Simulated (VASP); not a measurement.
# AgCl (Pmma) in VASP: further runs

AgCl is run at these levels: PBEsol; tasks: single point.

Everything below comes from runs of VASP 6.6.1. Logs are shortened: lines on timing, memory, paths and dates and some standing lists are left out, and cuts for length are marked.

### Step 1. The cell of the first run

Symmetry: Pmma, No. 51, orthorhombic system. The conventional cell has a = 6.662 Å, b = 3.331 Å, c = 3.409 Å, α = 90.00°, β = 90.00°, γ = 90.00°. Within 3.5 Å of Ag (site symmetry 2/m) lie 8 Cl at 2.69 to 3.16 Å and 6 Ag at 3.33 to 3.41 Å. Cl (site symmetry mm2) has 8 Ag at 2.69 to 3.16 Å and 6 Cl at 3.33 to 3.43 Å within 3.5 Å.

### Step 2. Single point, PBEsol (atoms displaced along a vibrational mode, the cell strained)

Contents of INCAR:

```
SYSTEM = AgCl
ALGO = Normal ; EDIFF = 1E-6
ENCUT = 520 ; GGA = PS
ISIF = 2 ; ISMEAR = 0
LASPH = .True. ; LCHARG = .True.
LELF = .True. ; LREAL = .False.
LVHAR = .True. ; LWAVE = .False.
NBANDS = 26 ; NELM = 60
PREC = Accurate ; SIGMA = 0.05
```

Contents of KPOINTS:

```
k-points
0
Gamma
  10 10 6
  0 0 0
```

Contents of POSCAR:

```
AgCl
1.0
    3.4087752082      0.0000000000      0.0000000000
    0.0000000000      3.3311591989      0.0000000000
    0.0000000000      0.0000000000      6.6623183978
Ag Cl
2 2
Direct
    0.0000000000      0.0000000000      0.0000000000
    0.0000000000      0.0000000000      0.5000000000
    0.3809123262      0.5000000000      0.2500000000
    0.6190876738      0.5000000000      0.7500000000
```

Potentials or basis: VASP PAW PBE potentials, release 64 (Ag, Cl).

The run is started by

```
$ cat potpaw_PBE.64/Ag/POTCAR potpaw_PBE.64/Cl/POTCAR > POTCAR
$ mpirun -np 1 vasp_std > vasp.out
```

OUTCAR:

```text
SYSTEM = AgCl
   EDIFF = 1E-6
   ENCUT = 520
   GGA = PS
   ISIF = 2
   ISMEAR = 0
   LASPH = .True.
   LREAL = .False.
   NELM = 60
   PREC = Accurate

 ion  position               nearest neighbor table
   1  0.000  0.000  0.000-   3 2.69   4 2.69   3 2.69   4 2.69   2 3.33   2 3.33
   2  0.000  0.000  0.500-   3 2.69   4 2.69   3 2.69   4 2.69   1 3.33   1 3.33
   3  0.381  0.500  0.250-   1 2.69   2 2.69   1 2.69   2 2.69
   4  0.619  0.500  0.750-   1 2.69   2 2.69   1 2.69   2 2.69

  LATTYP: Found a simple orthorhombic cell.
 ALAT       =     3.3311591989
 B/A-ratio  =     1.0233000000
 C/A-ratio  =     2.0000000000

  Lattice vectors:

 A1 = (   0.0000000000,  -3.3311591989,   0.0000000000)
 A2 = (   3.4087752082,   0.0000000000,   0.0000000000)
 A3 = (   0.0000000000,   0.0000000000,   6.6623183978)

Analysis of symmetry for initial positions (statically):
=====================================================================
 Subroutine PRICEL returns:
 Original cell was already a primitive cell.

 Routine SETGRP: Setting up the symmetry group for a
 simple orthorhombic supercell.

 Subroutine GETGRP returns: Found  8 space group operations
 (whereof  4 operations were pure point group operations)
 out of a pool of  8 trial point group operations.

The static configuration has the point symmetry C_2h.
 The point group associated with its full space group is D_2h.

Analysis of symmetry for dynamics (positions and initial velocities):
=====================================================================
 Subroutine PRICEL returns:
 Original cell was already a primitive cell.

 Routine SETGRP: Setting up the symmetry group for a
 simple orthorhombic supercell.

 Subroutine GETGRP returns: Found  8 space group operations
 (whereof  4 operations were pure point group operations)
 out of a pool of  8 trial point group operations.

The dynamic configuration has the point symmetry C_2h.
 The point group associated with its full space group is D_2h.

 Subroutine INISYM returns: Found  8 space group operations
 (whereof  4 operations are pure point group operations),
 and found     1 'primitive' translations

----------------------------------------------------------------------------------------

                                     Primitive cell

  volume of cell :      75.6518

  direct lattice vectors                    reciprocal lattice vectors
[... 86 lines left out ...]
   LNONCOLLINEAR =      F non collinear calculations
   LSORBIT =      F    spin-orbit coupling
   LASPH  =      T    aspherical Exc in radial PAW
   ENCUT  =  520.0 eV  38.22 Ry    6.18 a.u.   6.34  6.19 12.39*2*pi/ulx,y,z
   NELM   =     60;   NELMIN=  2; NELMDL= -5     # of ELM steps
   EDIFF  = 0.1E-05   stopping-criterion for ELM
   LREAL  =      F    real-space projection
   EDIFFG = 0.1E-04   stopping-criterion for IOM
   NSW    =      0    number of steps for IOM
   IBRION =     -1    ionic relax: 0-MD 1-quasi-New 2-CG
   NFREE  =      0    steps in history (QN), initial steepest desc. (CG)
   ISIF   =      2    stress and relaxation
   ISYM   =      2    0-nonsym 1-usesym 2-fastsym
   POTIM  = 0.5000    time-step for ionic-motion
   TEBEG  =    0.0;   TEEND  =   0.0 temperature during run
   PSTRESS=    0.0 pullay stress
   NELECT =      36.0000    total number of electrons
   NUPDOWN=      -1.0000    fix difference up-down
   EMIN   =  10.00;   EMAX   =-10.00  energy-range for DOS
   EFERMI =   0.00;   METHOD = LEGACY
   ISMEAR =     0;   SIGMA  =   0.05  broadening in eV -4-tet -1-fermi 0-gaus
   EFERMI_NEDOS =   21; number of points for ismear=-14 and -15
   IALGO  =     38    algorithm
   IMIX   =      4    mixing-type and parameters
     AMIX     =   0.40;   BMIX     =  1.00
     AMIX_MAG =   1.60;   BMIX_MAG =  1.00
  volume/ion in A,a.u.               =      18.91       127.63
  Fermi-wavevector in a.u.,A,eV,Ry     =   1.278113  2.415284 22.226111  1.633573
  Thomas-Fermi vector in A             =   2.410674
   LORBIT       =      0    0 simple, 1 ext, 2 COOP (PROOUT), +10 PAW based schemes
   GGA     = PS    functional components
   LHFCALC =     F    Hartree Fock is set to
   AEXX    =    0.0000 exact exchange contribution
   IVDW    =     0    specifies the selected vdW correction
   LEPSILON=     F    determine dielectric tensor
   LRPA    =     F    only Hartree local field effects (RPA)
 non-spin polarized calculation
 Gauss-broadening in eV      SIGMA  =   0.05
  energy-cutoff  :      520.00
  volume of cell :       75.65
 maximum number of plane-waves:      2060
 NGX is ok and might be reduce to    28
   NGX = 13   NGY = 13   NGZ = 25

 number of electron      35.9999997 magnetization

 Free energy of the ion-electron system (eV)
  ---------------------------------------------------
  ext. energy  EPLUGINS =         0.00000000
  ---------------------------------------------------
  free energy    TOTEN  =       -11.75617499 eV

  energy without entropy =      -11.75617499  energy(sigma->0) =      -11.75617499

 E-fermi :   5.3279     XC(G=0): -10.9419

 val. band max:        5.0576053195   @ k =   0.0000   0.5000   0.0000
 cond. band min:       5.6791177199   @ k =   0.0000   0.0000   0.0000
 fundamental gap:      0.6215124004
 Fermi energy:         5.3279483777

 k-point     1 :       0.0000    0.0000    0.0000
  band No.  band energies     occupation
      1     -10.4855      2.00000
      2      -9.9224      2.00000
      3      -1.0895      2.00000
      4       1.0004      2.00000
      5       1.1157      2.00000
      6       1.5544      2.00000
[... 685 lines left out ...]
     25      14.0455      0.00000
     26      15.5701      0.00000

 [... further k-points ...]
[... 5 lines left out ...]
  --------------------------------------------------------------------------------------
  -------------------------------------------------------------------------------------
  Total        0.3381828      0.8459902      0.0131180      0.0000000      0.0000000      0.0000000
  in kB        7.1621429     17.9166478      0.2778170      0.0000000      0.0000000      0.0000000
  external PRESSURE =       8.4522026 kB  Pullay stress =       0.0000000 kB

 VOLUME and BASIS-vectors are now :
 -----------------------------------------------------------------------------
  energy-cutoff  :      520.00
  volume of cell :       75.65
      direct lattice vectors                 reciprocal lattice vectors
     3.408775208  0.000000000  0.000000000     0.293360500  0.000000000  0.000000000
     0.000000000  3.331159199  0.000000000     0.000000000  0.300195800  0.000000000
     0.000000000  0.000000000  6.662318398     0.000000000  0.000000000  0.150097900

 POSITION                                       TOTAL-FORCE (eV/Angst)
 -----------------------------------------------------------------------------------
      0.00000      0.00000      0.00000         0.000000      0.000000      0.000000
      0.00000      0.00000      3.33116         0.000000      0.000000      0.000000
      1.29844      1.66558      1.66558        -0.110706      0.000000      0.000000
      2.11033      1.66558      4.99674         0.110706      0.000000     -0.000000
 -----------------------------------------------------------------------------------
    total drift:                                0.000000     -0.000000      0.000000

  FREE ENERGIE OF THE ION-ELECTRON SYSTEM (eV)
  ---------------------------------------------------
  free  energy   TOTEN  =       -11.7561749924 eV

  energy  without entropy=      -11.7561749924  energy(sigma->0) =      -11.75617499
```

stdout:

```text
POSCAR found type information on POSCAR AgCl
 POSCAR found :  2 types and       4 ions
 scaLAPACK will be used
 -----------------------------------------------------------------------------
|                                                                             |
|                                                                             |
|     You enforced a specific xc type in the INCAR file but a different       |
|     I HOPE YOU KNOW WHAT YOU ARE DOING!                                     |
|                                                                             |
 -----------------------------------------------------------------------------

 LDA part: xc-table for (Slater+PW92), standard interpolation
 POSCAR, INCAR and KPOINTS ok, starting setup
 FFT: planning ... GRIDC
 FFT: planning ... GRID_SOFT
 FFT: planning ... GRID
 WAVECAR not read
 entering main loop
```

Run time: 1.7 min. Hardware: 1 thread of AMD EPYC 9R45 (Zen 5), shared host; peak memory 0.32 GiB.

Results:

```yaml
Free_energy: -11.7562 eV
Pressure: 0.8 GPa
Largest_force: 0.111 eV/Å
Band_gap_on_the_k_mesh: 0.62 eV (least direct gap 0.66 eV)
```

Forces in eV/Å, atoms in the order of the input:
```
Ag   0.000  0.000  0.000
Ag   0.000  0.000  0.000
Cl  -0.111  0.000  0.000
Cl   0.111  0.000  0.000
```

Caveat: the cell differs from its parent crystal (atoms displaced along a vibrational mode, the cell strained); semilocal functionals underestimate gaps, and a narrow one can read as zero; the PAW data sets were made with another functional, which shifts forces and pressure a little.

### Step 3. Single point, PBEsol (atoms displaced along a vibrational mode, the cell strained)

Contents of INCAR:

```
SYSTEM = AgCl
  PREC = Accurate
  ENCUT = 520
  EDIFF = 1E-6
  ISMEAR = 0
  SIGMA = 0.05
  LREAL = .False.
  LASPH = .True.
  NELM = 100
  ALGO = Normal
  ISIF = 2
  LWAVE = .False.
  LCHARG = .False.
  GGA = PS
  NBANDS = 26
```

Contents of KPOINTS:

```
Automatic mesh
0
Gamma
  10 10 6
  0 0 0
```

Contents of POSCAR:

```
AgCl
1.0
    3.4867243335      0.0000000000      0.0000000000
    0.0000000000      3.3311591989      0.0000000000
    0.0000000000      0.0000000000      6.6623183978
Ag Cl
2 2
Direct
    0.0000000000      0.0000000000      0.0000000000
    0.0000000000      0.0000000000      0.5000000000
    0.3213834991      0.5000000000      0.2500000000
    0.6786165009      0.5000000000      0.7500000000
```

Potentials or basis: VASP PAW PBE potentials, release 64 (Ag, Cl).

The run is started by

```
$ cat potpaw_PBE.64/Ag/POTCAR potpaw_PBE.64/Cl/POTCAR > POTCAR
$ mpirun -np 1 vasp_std > vasp.out
```

OUTCAR:

```text
SYSTEM = AgCl
   PREC = Accurate
   ENCUT = 520
   EDIFF = 1E-6
   ISMEAR = 0
   LREAL = .False.
   LASPH = .True.
   NELM = 100
   ISIF = 2
   GGA = PS

 ion  position               nearest neighbor table
   1  0.000  0.000  0.000-   3 2.61   4 2.61   3 2.61   4 2.61   2 3.33   2 3.33
   2  0.000  0.000  0.500-   3 2.61   4 2.61   3 2.61   4 2.61   1 3.33   1 3.33
   3  0.321  0.500  0.250-   1 2.61   2 2.61   1 2.61   2 2.61
   4  0.679  0.500  0.750-   1 2.61   2 2.61   1 2.61   2 2.61

  LATTYP: Found a simple orthorhombic cell.
 ALAT       =     3.3311591989
 B/A-ratio  =     1.0467000000
 C/A-ratio  =     2.0000000000

  Lattice vectors:

 A1 = (   0.0000000000,  -3.3311591989,   0.0000000000)
 A2 = (   3.4867243335,   0.0000000000,   0.0000000000)
 A3 = (   0.0000000000,   0.0000000000,   6.6623183978)

Analysis of symmetry for initial positions (statically):
=====================================================================
 Subroutine PRICEL returns:
 Original cell was already a primitive cell.

 Routine SETGRP: Setting up the symmetry group for a
 simple orthorhombic supercell.

 Subroutine GETGRP returns: Found  8 space group operations
 (whereof  4 operations were pure point group operations)
 out of a pool of  8 trial point group operations.

The static configuration has the point symmetry C_2h.
 The point group associated with its full space group is D_2h.

Analysis of symmetry for dynamics (positions and initial velocities):
=====================================================================
 Subroutine PRICEL returns:
 Original cell was already a primitive cell.

 Routine SETGRP: Setting up the symmetry group for a
 simple orthorhombic supercell.

 Subroutine GETGRP returns: Found  8 space group operations
 (whereof  4 operations were pure point group operations)
 out of a pool of  8 trial point group operations.

The dynamic configuration has the point symmetry C_2h.
 The point group associated with its full space group is D_2h.

 Subroutine INISYM returns: Found  8 space group operations
 (whereof  4 operations are pure point group operations),
[... 122 lines left out ...]
  Fermi-wavevector in a.u.,A,eV,Ry     =   1.268517  2.397149 21.893607  1.609135
  Thomas-Fermi vector in A             =   2.401607
   LORBIT       =      0    0 simple, 1 ext, 2 COOP (PROOUT), +10 PAW based schemes
   GGA     = PS    functional components
   LHFCALC =     F    Hartree Fock is set to
   AEXX    =    0.0000 exact exchange contribution
   IVDW    =     0    specifies the selected vdW correction
   LEPSILON=     F    determine dielectric tensor
   LRPA    =     F    only Hartree local field effects (RPA)
 non-spin polarized calculation
 Gauss-broadening in eV      SIGMA  =   0.05
  energy-cutoff  :      520.00
  volume of cell :       77.38
 maximum number of plane-waves:      2120
 NGX is ok and might be reduce to    28
   NGX = 13   NGY = 13   NGZ = 25

 number of electron      35.9999996 magnetization

 Free energy of the ion-electron system (eV)
  ---------------------------------------------------
  ext. energy  EPLUGINS =         0.00000000
  ---------------------------------------------------
  free energy    TOTEN  =       -11.76011348 eV

  energy without entropy =      -11.76011348  energy(sigma->0) =      -11.76011348

 E-fermi :   5.4310     XC(G=0): -10.7659

 val. band max:        5.1518227746   @ k =   0.0000   0.5000   0.0000
 cond. band min:       5.7222741475   @ k =   0.0000   0.0000   0.0000
 fundamental gap:      0.5704513729
 Fermi energy:         5.4309924889

 k-point     1 :       0.0000    0.0000    0.0000
  band No.  band energies     occupation
      1     -10.7837      2.00000
      2     -10.2505      2.00000
      3      -1.3502      2.00000
      4       0.5275      2.00000
      5       0.5792      2.00000
      6       1.2712      2.00000
[... 685 lines left out ...]
     25      13.5828      0.00000
     26      14.6894      0.00000

 [... further k-points ...]

------------------------ aborting loop because EDIFF is reached ----------------------------------------

  FORCE on cell =-STRESS in cart. coord.  units (eV):
  Direction    XX          YY          ZZ          XY          YZ          ZX
  --------------------------------------------------------------------------------------
  -------------------------------------------------------------------------------------
  Total        0.6747525      2.3253100      0.9756202      0.0000000      0.0000000      0.0000000
  in kB       13.9706521     48.1452074     20.2000758      0.0000000      0.0000000      0.0000000
  external PRESSURE =      27.4386451 kB  Pullay stress =       0.0000000 kB

 VOLUME and BASIS-vectors are now :
 -----------------------------------------------------------------------------
  energy-cutoff  :      520.00
  volume of cell :       77.38
      direct lattice vectors                 reciprocal lattice vectors
     3.486724334  0.000000000  0.000000000     0.286802140  0.000000000  0.000000000
     0.000000000  3.331159199  0.000000000     0.000000000  0.300195800  0.000000000
     0.000000000  0.000000000  6.662318398     0.000000000  0.000000000  0.150097900

 POSITION                                       TOTAL-FORCE (eV/Angst)
 -----------------------------------------------------------------------------------
      0.00000      0.00000      0.00000         0.000000      0.000000      0.000000
      0.00000      0.00000      3.33116         0.000000      0.000000      0.000000
      1.12058      1.66558      1.66558         0.176576      0.000000     -0.000000
      2.36615      1.66558      4.99674        -0.176576     -0.000000      0.000000
 -----------------------------------------------------------------------------------
    total drift:                               -0.000000      0.000000     -0.000000

  FREE ENERGIE OF THE ION-ELECTRON SYSTEM (eV)
  ---------------------------------------------------
  free  energy   TOTEN  =       -11.7601134778 eV

  energy  without entropy=      -11.7601134778  energy(sigma->0) =      -11.76011348
```

OSZICAR:

```text
N       E                     dE             d eps       ncg     rms          rms(c)
DAV:   1     0.241064903000E+03    0.24106E+03   -0.17568E+04  7512   0.128E+03
DAV:   2     0.958736504358E+00   -0.24011E+03   -0.22804E+03  8376   0.289E+02
DAV:   3    -0.121010634947E+02   -0.13060E+02   -0.12962E+02  8998   0.684E+01
DAV:   4    -0.122376161051E+02   -0.13655E+00   -0.13646E+00  8702   0.773E+00
DAV:   5    -0.122394145877E+02   -0.17985E-02   -0.17983E-02  9150   0.899E-01    0.119E+01
DAV:   6    -0.117708977587E+02    0.46852E+00   -0.11148E+00  8820   0.114E+01    0.801E+00
DAV:   7    -0.117675972300E+02    0.33005E-02   -0.34713E-01  8106   0.319E+00    0.281E+00
DAV:   8    -0.117603841528E+02    0.72131E-02   -0.17188E-02  8326   0.115E+00    0.487E-01
DAV:   9    -0.117600796945E+02    0.30446E-03   -0.41979E-03  8826   0.538E-01    0.598E-02
DAV:  10    -0.117601002223E+02   -0.20528E-04   -0.85807E-05  8634   0.791E-02    0.378E-02
DAV:  11    -0.117601135163E+02   -0.13294E-04   -0.14409E-05  8456   0.309E-02    0.116E-02
DAV:  12    -0.117601134778E+02    0.38520E-07   -0.20125E-06  5578   0.162E-02
   1 F= -.11760113E+02 E0= -.11760113E+02  d E =-.144608E-17
```

stdout:

```text
POSCAR found type information on POSCAR AgCl
 POSCAR found :  2 types and       4 ions
 scaLAPACK will be used
 -----------------------------------------------------------------------------
|                                                                             |
|                                                                             |
|     You enforced a specific xc type in the INCAR file but a different       |
|     I HOPE YOU KNOW WHAT YOU ARE DOING!                                     |
|                                                                             |
 -----------------------------------------------------------------------------

 LDA part: xc-table for (Slater+PW92), standard interpolation
 POSCAR, INCAR and KPOINTS ok, starting setup
 FFT: planning ... GRIDC
 FFT: planning ... GRID_SOFT
 FFT: planning ... GRID
 WAVECAR not read
 entering main loop
```

It took 1.9 min on 1 thread of AMD EPYC 9R45 (Zen 5), shared host; peak memory 0.33 GiB.

What came out:

```
Free energy            : -11.7601 eV
Pressure               : 2.7 GPa
Largest force          : 0.177 eV/Å
Band gap on the k mesh : 0.57 eV (least direct gap 0.62 eV)
```

Forces in eV/Å, atoms in the order of the input:
```
Ag   0.000  0.000  0.000
Ag   0.000  0.000  0.000
Cl   0.177  0.000  0.000
Cl  -0.177  0.000  0.000
```

Caveat: the cell differs from its parent crystal (atoms displaced along a vibrational mode, the cell strained); semilocal functionals underestimate gaps, and a narrow one can read as zero; the PAW data sets were made with another functional, which shifts forces and pressure a little.

[end of part 1 of 3]
